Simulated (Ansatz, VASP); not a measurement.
SnO: VASP beside Ansatz

```
Sn O
1.0
     3.82016    0.00000    0.00000
     0.00000    3.82016    0.00000
     0.00000    0.00000   22.22608
Sn O
4 4
Direct
  0.75000 0.25000 0.20246
  0.25000 0.75000 0.30878
  0.25000 0.25000 0.48875
  0.75000 0.75000 0.59507
  0.25000 0.25000 0.25562
  0.75000 0.75000 0.25562
  0.75000 0.25000 0.54191
  0.25000 0.75000 0.54191
```

Alike in both runs: task single point; functional PBE; dispersion D3(BJ); k mesh 7 × 7 × 1; occupations gaussian, width 0.05 eV; no spin polarisation.

|  | VASP | Ansatz |
| --- | --- | --- |
| version | VASP 6.6.1 | Ansatz 0.2.0 |
| potentials or method | VASP PAW PBE potentials, release 64 (Sn_d, O), cutoff 520 eV | scalar-relativistic, plane waves, PAW |
| valence electrons in the cell | 80 | 80 |

VASP gave:

- gap on the k mesh at the Fermi level (eV): 2.32
- least direct gap on the mesh (eV): 2.53
- rms of the force components (eV/Å): 0.042

Which values does Ansatz return?

gap on the k mesh at the Fermi level (eV): 2.33; least direct gap on the mesh (eV): 2.56; rms of the force components (eV/Å): 0.010.
